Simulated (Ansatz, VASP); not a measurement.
# Y4Pb3: VASP beside Ansatz

The input INCAR:

```
SYSTEM = Y4Pb3
PREC = Accurate ; ENCUT = 600
EDIFF = 1E-7 ; ISMEAR = 0
SIGMA = 0.1 ; LREAL = .False.
LASPH = .True. ; NELM = 100
ALGO = Normal ; ISIF = 3
LWAVE = .False. ; LCHARG = .False.
GGA = PE ; IBRION = 2
NSW = 100 ; EDIFFG = -0.01
```

The input KPOINTS:

```
regular mesh
0
Gamma
  6 6 6
  0 0 0
```

The input POSCAR:

```
Y4Pb3
1.0
    6.1963318481      0.0000000000      0.0000000000
    0.0000000000      6.1963318481      0.0000000000
    0.0000000000      0.0000000000      6.1963318481
Y Pb
4 3
Direct
    0.5000000000      0.5000000000      0.5000000000
    0.5000000000      0.0000000000      0.0000000000
    0.0000000000      0.5000000000      0.0000000000
    0.0000000000      0.0000000000      0.5000000000
    0.5000000000      0.5000000000      0.0000000000
    0.0000000000      0.5000000000      0.5000000000
    0.5000000000      0.0000000000      0.5000000000
```

Input for Ansatz:

```yaml
crystal:
  lattice:
    - [6.1963318481, 0.0, 0.0]
    - [0.0, 6.1963318481, 0.0]
    - [0.0, 0.0, 6.1963318481]
  atoms:
    - { symbol: "Y", position: [0.5, 0.5, 0.5] }
    - { symbol: "Y", position: [0.5, 0.0, 0.0] }
    - { symbol: "Y", position: [0.0, 0.5, 0.0] }
    - { symbol: "Y", position: [0.0, 0.0, 0.5] }
    - { symbol: Pb, position: [0.5, 0.5, 0.0] }
    - { symbol: Pb, position: [0.0, 0.5, 0.5] }
    - { symbol: Pb, position: [0.5, 0.0, 0.5] }
basis:
  ecutwfc: 420
kpoints:
  mp_grid: { grid: [6, 6, 6] }
hamiltonian:
  xc: pbe
scf:
  occupations: { method: gaussian, width: 0.1 }
output:
  forces: true
  stress: true
  eigenvalues: true
  write_density: true
  write_potential: true
  elf: true
  volumetric_format: npy
relax:
  adjacent_minimum: "off"
  f_tol: 0.01
  max_steps: 80
  cell: { stress_tol: 0.05 }
```

Change from the starting cell: species swapped into the W3N4 type (Pm-3m, No. 221).

Alike in both runs: task relaxation of cell and atoms; functional PBE; k mesh 6 × 6 × 6; occupations gaussian, width 0.1 eV; no spin polarisation.

|  | VASP | Ansatz |
| --- | --- | --- |
| version | VASP 6.6.1 | Ansatz 0.2.0 |
| potentials or method | VASP PAW PBE potentials, release 64 (Y_sv, Pb_d), cutoff 600 eV | scalar-relativistic, plane waves, PAW |
| valence electrons in the cell | 86 | 86 |

Ansatz gave:

| Quantity | Value |
| --- | --- |
| gap on the k mesh at the Fermi level, each at its own relaxed structure (eV) | none |
| relaxed volume (Å³/atom) | 34.15 |
| relaxed length of the cell vector where the two differ most in proportion (Å) | 6.206 |

Q: Which values does VASP return?

A: gap on the k mesh at the Fermi level, each at its own relaxed structure (eV): none; relaxed volume (Å³/atom): 34.13; relaxed length of the cell vector where the two differ most in proportion (Å): 6.205.

A gap of «none» marks a metal or a gap that the smearing closes.

Neither program's run includes spin-orbit coupling.
